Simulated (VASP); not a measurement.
# InB3 (R-3m) in VASP: relaxation of cell and atoms with PBE

Aim: the relaxation of cell and atoms of InB3 with PBE.

Program: VASP 6.6.1. These are calculated values, not measurements. Logs are shortened: lines on timing, memory, paths and dates and some standing lists are left out, and cuts for length are marked.

## 1. The cell of the first run

It takes space group R-3m (No. 166, trigonal). The conventional cell has a = 6.645 Å, b = 6.645 Å, c = 7.525 Å, α = 90.00°, β = 90.00°, γ = 120.00°. Within 3.4 Å of In (site symmetry 3m) lie 15 B at 2.42 to 3.40 Å and 1 In at 2.61 Å. Within 2.3 Å of B (site symmetry m) lie 3 B at 1.77 Å.

## 2. Relaxation of cell and atoms, PBE

INCAR reads:

```
SYSTEM = InB3
PREC = Accurate
ENCUT = 600
EDIFF = 1E-6
ISMEAR = 0
SIGMA = 0.1
LREAL = .False.
LASPH = .True.
NELM = 100
ALGO = Normal
ISIF = 3
LWAVE = .False.
LCHARG = .False.
GGA = PE
IBRION = 2
NSW = 100
EDIFFG = -0.01
```

KPOINTS reads:

```
regular mesh
0
Gamma
  9 9 9
  0 0 0
```

POSCAR reads:

```
InB3
1.0
    3.3226853230      1.9183532657      2.5082468116
   -3.3226853230      1.9183532657      2.5082468116
    0.0000000000     -3.8367065313      2.5082468116
In B
2 6
Direct
    0.3264361721      0.3264361721      0.3264361721
    0.6735638279      0.6735638279      0.6735638279
    0.9395239436      0.3200439033      0.9395239436
    0.9395239436      0.9395239436      0.3200439033
    0.3200439033      0.9395239436      0.9395239436
    0.0604760564      0.6799560967      0.0604760564
    0.6799560967      0.0604760564      0.0604760564
    0.0604760564      0.0604760564      0.6799560967
```

Potentials or basis: VASP PAW PBE potentials, release 64 (In_d, B).

The run is started by

```console
$ cat potpaw_PBE.64/In_d/POTCAR potpaw_PBE.64/B/POTCAR > POTCAR
$ mpirun -np 1 vasp_std > vasp.out
```

OUTCAR:

```text
SYSTEM = InB3
   PREC = Accurate
   ENCUT = 600
   EDIFF = 1E-6
   ISMEAR = 0
   LREAL = .False.
   LASPH = .True.
   NELM = 100
   ISIF = 3
   GGA = PE
   IBRION = 2
   NSW = 100
   EDIFFG = -0.01

 ion  position               nearest neighbor table
   1  0.326  0.326  0.326-   6 2.42   7 2.42   8 2.42   5 2.44   3 2.44   4 2.44   2 2.61   2 3.84
                             2 3.84   2 3.84
   2  0.674  0.674  0.674-   3 2.42   5 2.42   4 2.42   6 2.44   7 2.44   8 2.44   1 2.61   1 3.84
                             1 3.84   1 3.84
   3  0.940  0.320  0.940-   6 1.77   8 1.77   7 1.77   2 2.42   1 2.44
   4  0.940  0.940  0.320-   8 1.77   7 1.77   6 1.77   2 2.42   1 2.44
   5  0.320  0.940  0.940-   7 1.77   8 1.77   6 1.77   2 2.42   1 2.44
   6  0.060  0.680  0.060-   3 1.77   4 1.77   5 1.77   1 2.42   2 2.44
   7  0.680  0.060  0.060-   5 1.77   4 1.77   3 1.77   1 2.42   2 2.44
   8  0.060  0.060  0.680-   4 1.77   3 1.77   5 1.77   1 2.42   2 2.44

  LATTYP: Found a trigonal (rhomboedric) cell.
 ALAT       =     4.5838432647
 COS(alpha) =    -0.0508697798

  Lattice vectors:

 A1 = (   3.3226853230,   1.9183532657,   2.5082468116)
 A2 = (  -3.3226853230,   1.9183532657,   2.5082468116)
 A3 = (   0.0000000000,  -3.8367065313,   2.5082468116)

Analysis of symmetry for initial positions (statically):
=====================================================================
 Subroutine PRICEL returns:
 Original cell was already a primitive cell.

 Routine SETGRP: Setting up the symmetry group for a
 trigonal (rhombohedral) supercell.

 Subroutine GETGRP returns: Found 12 space group operations
 (whereof 12 operations were pure point group operations)
 out of a pool of 12 trial point group operations.

The static configuration has the point symmetry D_3d.

Analysis of symmetry for dynamics (positions and initial velocities):
=====================================================================
 Subroutine PRICEL returns:
 Original cell was already a primitive cell.

 Routine SETGRP: Setting up the symmetry group for a
 trigonal (rhombohedral) supercell.

 Subroutine GETGRP returns: Found 12 space group operations
 (whereof 12 operations were pure point group operations)
 out of a pool of 12 trial point group operations.

The dynamic configuration has the point symmetry D_3d.

 Subroutine INISYM returns: Found 12 space group operations
 (whereof 12 operations are pure point group operations),
 and found     1 'primitive' translations

----------------------------------------------------------------------------------------

                                     Primitive cell

  volume of cell :      95.9267

  direct lattice vectors                    reciprocal lattice vectors
     3.322685323  1.918353266  2.508246812     0.150480696  0.086880070  0.132894949
    -3.322685323  1.918353266  2.508246812    -0.150480696  0.086880070  0.132894949
     0.000000000 -3.836706531  2.508246812     0.000000000 -0.173760141  0.132894949

  length of vectors
     4.583843265  4.583843265  4.583843265     0.218754781  0.218754781  0.218754781

  position of ions in fractional coordinates (direct lattice)
     0.326436172  0.326436172  0.326436172
     0.673563828  0.673563828  0.673563828
     0.939523944  0.320043903  0.939523944
     0.939523944  0.939523944  0.320043903
     0.320043903  0.939523944  0.939523944
     0.060476056  0.679956097  0.060476056
     0.679956097  0.060476056  0.060476056
     0.060476056  0.060476056  0.679956097

  ion indices of the primitive-cell ions
   primitive index   ion index
                 1           1
                 2           2
                 3           3
                 4           4
                 5           5
                 6           6
                 7           7
                 8           8

----------------------------------------------------------------------------------------

 KPOINTS: regular mesh

Automatic generation of k-mesh.
 Grid dimensions read from file:
 generate k-points for:    9    9    9

 Generating k-lattice:

  Cartesian coordinates                     Fractional coordinates (reciprocal lattice)
     0.016720077  0.009653341  0.014766105     0.111111111 -0.000000000  0.000000000
    -0.016720077  0.009653341  0.014766105    -0.000000000  0.111111111  0.000000000
     0.000000000 -0.019306682  0.014766105     0.000000000  0.000000000  0.111111111

  Length of vectors
     0.024306087  0.024306087  0.024306087

  Shift w.r.t. Gamma in fractional coordinates (k-lattice)
     0.000000000  0.000000000  0.000000000

 Subroutine IBZKPT returns following result:
 ===========================================

 Found     85 irreducible k-points:

 Following reciprocal coordinates:
            Coordinates               Weight
  0.000000  0.000000  0.000000      1.000000
  0.111111  0.000000  0.000000      6.000000
  0.222222  0.000000  0.000000      6.000000
  0.333333  0.000000  0.000000      6.000000
  0.444444  0.000000  0.000000      6.000000
  0.111111  0.111111  0.000000      6.000000
[... 16 lines left out ...]
 -0.333333  0.333333  0.000000      6.000000
  0.444444  0.444444  0.000000      6.000000
 [... further k-points ...]
   k-points           NKPTS =     85   k-points in BZ     NKDIM =     85   number of bands    NBANDS=     27
   number of dos      NEDOS =    301   number of ions     NIONS =      8
   total plane-waves  NPLWV =  64000
   dimension x,y,z NGX =    40 NGY =   40 NGZ =   40
   dimension x,y,z NGXF=    80 NGYF=   80 NGZF=   80
   ions per type =               2   6
   NGX,Y,Z   is equivalent  to a cutoff of  14.51, 14.51, 14.51 a.u.
   NGXF,Y,Z  is equivalent  to a cutoff of  29.01, 29.01, 29.01 a.u.
 SYSTEM =  InB3
   PREC   = accura    normal or accurate (medium, high low for compatibility)
   ISTART =      0    job   : 0-new  1-cont  2-samecut
   ICHARG =      2    charge: 1-file 2-atom 10-const
   ISPIN  =      1    spin polarized calculation?
   LNONCOLLINEAR =      F non collinear calculations
   LSORBIT =      F    spin-orbit coupling
   LASPH  =      T    aspherical Exc in radial PAW
   ENCUT  =  600.0 eV  44.10 Ry    6.64 a.u.   9.16  9.16  9.16*2*pi/ulx,y,z
   NELM   =    100;   NELMIN=  2; NELMDL= -5     # of ELM steps
   EDIFF  = 0.1E-05   stopping-criterion for ELM
   LREAL  =      F    real-space projection
   EDIFFG = -.1E-01   stopping-criterion for IOM
   NSW    =    100    number of steps for IOM
   IBRION =      2    ionic relax: 0-MD 1-quasi-New 2-CG
   NFREE  =      1    steps in history (QN), initial steepest desc. (CG)
   ISIF   =      3    stress and relaxation
   ISYM   =      2    0-nonsym 1-usesym 2-fastsym
   POTIM  = 0.5000    time-step for ionic-motion
   TEBEG  =    0.0;   TEEND  =   0.0 temperature during run
   PSTRESS=    0.0 pullay stress
   NELECT =      44.0000    total number of electrons
   NUPDOWN=      -1.0000    fix difference up-down
   EMIN   =  10.00;   EMAX   =-10.00  energy-range for DOS
   EFERMI =   0.00;   METHOD = LEGACY
   ISMEAR =     0;   SIGMA  =   0.10  broadening in eV -4-tet -1-fermi 0-gaus
   EFERMI_NEDOS =   21; number of points for ismear=-14 and -15
   IALGO  =     38    algorithm
   IMIX   =      4    mixing-type and parameters
     AMIX     =   0.40;   BMIX     =  1.00
     AMIX_MAG =   1.60;   BMIX_MAG =  1.00
  volume/ion in A,a.u.               =      11.99        80.92
  Fermi-wavevector in a.u.,A,eV,Ry     =   1.262542  2.385859 21.687866  1.594013
  Thomas-Fermi vector in A             =   2.395945
   LORBIT       =      0    0 simple, 1 ext, 2 COOP (PROOUT), +10 PAW based schemes
   GGA     = PE    functional components
   LHFCALC =     F    Hartree Fock is set to
   AEXX    =    0.0000 exact exchange contribution
   IVDW    =     0    specifies the selected vdW correction
   LEPSILON=     F    determine dielectric tensor
   LRPA    =     F    only Hartree local field effects (RPA)
 conjugate gradient relaxation of ions
 non-spin polarized calculation
 Gauss-broadening in eV      SIGMA  =   0.10
  energy-cutoff  :      600.00
  volume of cell :       95.93
 maximum number of plane-waves:      3244
 NGX is ok and might be reduce to    40
   NGX = 19   NGY = 19   NGZ = 19

--------------------------------------- Ionic step        1  -------------------------------------------

 number of electron      43.9999992 magnetization

 Free energy of the ion-electron system (eV)
  ---------------------------------------------------
  ext. energy  EPLUGINS =         0.00000000
  ---------------------------------------------------
  free energy    TOTEN  =       -40.91212059 eV

  energy without entropy =      -40.89983188  energy(sigma->0) =      -40.90597624

------------------------ aborting loop because EDIFF is reached ----------------------------------------

  FORCE on cell =-STRESS in cart. coord.  units (eV):
  Direction    XX          YY          ZZ          XY          YZ          ZX
  --------------------------------------------------------------------------------------
  -------------------------------------------------------------------------------------
  Total       -0.0346336     -0.0346336      0.1107512      0.0000000      0.0000000      0.0000000
  in kB       -0.5784546     -0.5784546      1.8497780      0.0000000      0.0000000      0.0000000
  external PRESSURE =       0.2309562 kB  Pullay stress =       0.0000000 kB
[... 111 lines left out ...]
  energy  without entropy=      -40.9001260502  energy(sigma->0) =      -40.90624776

--------------------------------------- Ionic step        4  -------------------------------------------

 number of electron      43.9999992 magnetization

 Free energy of the ion-electron system (eV)
  ---------------------------------------------------
  ext. energy  EPLUGINS =         0.00000000
  ---------------------------------------------------
  free energy    TOTEN  =       -40.91242446 eV

  energy without entropy =      -40.90019266  energy(sigma->0) =      -40.90630856

 E-fermi :   6.4529     XC(G=0): -10.9222

 val. band max:        6.4502066876   @ k =  -0.3333   0.3333   0.1111
 cond. band min:       6.4566393601   @ k =  -0.4444   0.2222   0.1111
 fundamental gap:      0.0064326725
 Fermi energy:         6.4528757175

 k-point     1 :       0.0000    0.0000    0.0000
  band No.  band energies     occupation
      1      -8.5321      2.00000
      2      -8.1934      2.00000
      3      -8.1934      2.00000
      4      -8.0368      2.00000
      5      -8.0368      2.00000
      6      -7.9533      2.00000
[... 709 lines left out ...]
     26       9.5753      0.00000
     27      11.0426      0.00000

 [... further k-points ...]

------------------------ aborting loop because EDIFF is reached ----------------------------------------

  FORCE on cell =-STRESS in cart. coord.  units (eV):
  Direction    XX          YY          ZZ          XY          YZ          ZX
  --------------------------------------------------------------------------------------
  -------------------------------------------------------------------------------------
  Total       -0.0029177     -0.0029177     -0.0134048      0.0000000     -0.0000000     -0.0000000
  in kB       -0.0487247     -0.0487247     -0.2238532      0.0000000     -0.0000000     -0.0000000
  external PRESSURE =      -0.1071009 kB  Pullay stress =       0.0000000 kB
[... 23 lines left out ...]
  FREE ENERGIE OF THE ION-ELECTRON SYSTEM (eV)
  ---------------------------------------------------
  free  energy   TOTEN  =       -40.9124244625 eV

  energy  without entropy=      -40.9001926584  energy(sigma->0) =      -40.90630856

 reached required accuracy - stopping structural energy minimisation
```

It took 4.3 min on 1 thread of AMD EPYC 9R45 (Zen 5), shared host; peak memory 0.37 GiB.

What came out:

```yaml
Free_energy: -40.9124 eV
Relaxed_volume: 11.99 Å³/atom
Relaxed_cell: a = 4.584 Å, b = 4.584 Å, c = 4.584 Å, α = 92.88°, β = 92.88°, γ = 92.88°
Space_group_after_relaxing_to_0.1_Å: R-3m (No. 166)
Energy_gained_by_relaxing: 0.0 meV/atom
Ionic_steps: 4
Pressure_after_relaxing: 0.0 GPa
Largest_force_after_relaxing: 0.008 eV/Å
Band_gap_on_the_k_mesh: zero (bands 22 and 23 overlap by 2.25 eV)
```

Forces in eV/Å, atoms in the order of the input:
```
In   0.000  0.000 -0.003
In   0.000  0.000  0.003
B   -0.007  0.004 -0.002
B    0.000 -0.008 -0.002
B    0.007  0.004 -0.002
B    0.007 -0.004  0.002
B   -0.007 -0.004  0.002
B    0.000  0.008  0.002
```

The path:
```
step  energy change (eV)  largest force (eV/Å)  pressure (GPa)  volume (Å³)
   1              0.0000                0.0425            0.02        95.93
   2             -0.0002                0.0225           -0.01        95.95
   3             -0.0002                0.0158           -0.01        95.95
   4             -0.0003                0.0079           -0.01        95.94
```

Final structure:
```yaml
crystal:
  lattice:
    - [3.32184, 1.91787, 2.50992]
    - [-3.32184, 1.91787, 2.50992]
    - [0.00000, -3.83573, 2.50992]
  atoms:
    - { symbol: In, position: [0.32645, 0.32645, 0.32645] }
    - { symbol: In, position: [0.67355, 0.67355, 0.67355] }
    - { symbol: B, position: [0.93921, 0.31990, 0.93921] }
    - { symbol: B, position: [0.93921, 0.93921, 0.31990] }
    - { symbol: B, position: [0.31990, 0.93921, 0.93921] }
    - { symbol: B, position: [0.06079, 0.68010, 0.06079] }
    - { symbol: B, position: [0.68010, 0.06079, 0.06079] }
    - { symbol: B, position: [0.06079, 0.06079, 0.68010] }
```

Caveat: spin-orbit coupling is left out, which moves the levels of the heavy elements.
